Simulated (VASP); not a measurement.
Write the native input for VASP 6.6.1 that does the following.

| Property | Result |
| --- | --- |
| Task | single point |
| Functional | PBE |
| Potentials or basis | VASP PAW PBE potentials, release 64 (Li_sv, B) |
| Cutoff | 520 eV |
| k mesh | 6 × 6 × 4 |
| Occupations | gaussian, width 0.1 eV |
| Spin | no spin polarisation |
| Dipole correction | no |
| Further INCAR settings | ALGO = Normal; EDIFF = 1e-06; NBANDS = 12 |

The structure of LiB2 lies in POSCAR:

```
LiB2
1.0
    2.2681459040      0.0000000000      0.0000000000
   -1.1340729520      1.9642719724      0.0000000000
    0.0000000000      0.0000000000      5.2940775699
Li B
1 2
Direct
    0.0000000000      0.0000000000      0.0000000000
    0.6666666667      0.3333333333      0.6576030198
    0.6666666667      0.3333333333      0.3423969802
```

One way to write it, as run:

INCAR

```
  ALGO = Normal
  EDIFF = 1E-6
  ENCUT = 520
  GGA = PE
  ISIF = 2
  ISMEAR = 0
  LASPH = T
  LCHARG = F
  LREAL = F
  LWAVE = F
  NBANDS = 12
  NELM = 100
  PREC = Accurate
  SIGMA = 0.1
```

KPOINTS

```
k-points
0
Gamma
  6 6 4
```

Potentials or basis: VASP PAW PBE potentials, release 64 (Li_sv, B).

Run with:

```sh
$ cat potpaw_PBE.64/Li_sv/POTCAR potpaw_PBE.64/B/POTCAR > POTCAR
$ mpirun -np 1 vasp_std > vasp.out
```

Wall time 8.8 s on 1 thread of AMD EPYC 7R43 64-Core Processor (Zen 3), on a shared host, peak memory 0.09 GiB.
